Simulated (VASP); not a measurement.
The system is Ba3SbP.

```xyz
5
Lattice="6.1132 0.0000 0.0000 0.0000 6.1132 0.0000 0.0000 0.0000 6.1132" Properties=species:S:1:pos:R:3 pbc="T T T"
Ba    0.0000    3.0566    3.0566
Ba    3.0566    0.0000    3.0566
Ba    3.0566    3.0566    0.0000
Sb    0.0000    0.0000    0.0000
P     3.0566    3.0566    3.0566
```

Program: VASP 6.6.1. Alike in all runs: task single point; potentials or basis VASP PAW PBE potentials, release 64 (Ba_sv, Sb_d_GW, P); no spin polarisation; cell as given.

Task: Order these runs on this cell by their pressure, lowest first.
A. level PBE; k mesh 1 × 1 × 1; cutoff (eV) 500; smearing gaussian 0.1 eV
B. level r2SCAN; k mesh 1 × 1 × 1; cutoff (eV) 550; smearing fermi-dirac 0.1 eV
C. level BLYP; k mesh 2 × 2 × 2; cutoff (eV) 500; smearing gaussian 0.1 eV

Result: C (2.0 GPa), B (9.0 GPa), A (11.6 GPa).

Caveats: all runs use coarse meshes; the PAW data sets were made with another functional, which shifts forces and pressure a little (at least some runs).
